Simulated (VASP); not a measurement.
Rh:

```
Rh
1.0
     0.00000    1.90155    1.90155
     1.90155    0.00000    1.90155
     1.90155    1.90155    0.00000
Rh
1
Direct
  0.00000 0.00000 0.00000
```

* Program: VASP 6.6.1
* Task: relaxation of cell and atoms
* Functional: LDA
* Potentials or basis: VASP PAW LDA potentials, release 64 (Rh_pv)
* Cutoff: 600 eV
* k mesh: 23 × 23 × 23
* Occupations: fermi-dirac, width 0.05 eV
* Spin: no spin polarisation

At the start: pressure -10.5 GPa; volume 13.75 Å³/atom.

Question: How do energy, volume and symmetry change on relaxing?

Answer: Over 7 steps the energy falls by 16.8 meV/atom and the volume is 13.26 Å³/atom (-3.6 %); space group Fm-3m (No. 225, to 0.1 Å) before and after.

Step by step:
```csv
step,energy change (eV),largest force (eV/Å),pressure (GPa),volume (Å³)
1,0.0000,0.0000,-10.54,13.75
2,0.1210,0.0000,39.55,12.03
3,-0.0168,0.0000,-0.43,13.28
4,-0.0168,0.0000,-0.07,13.26
5,-0.0168,0.0000,0.16,13.25
6,-0.0168,0.0000,-0.35,13.27
7,-0.0168,0.0000,-0.01,13.26
```

Final structure:
```xyz
1
Lattice="0.0000 1.8786 1.8786 1.8786 0.0000 1.8786 1.8786 1.8786 0.0000" Properties=species:S:1:pos:R:3 pbc="T T T"
Rh    0.0000    0.0000    0.0000
```
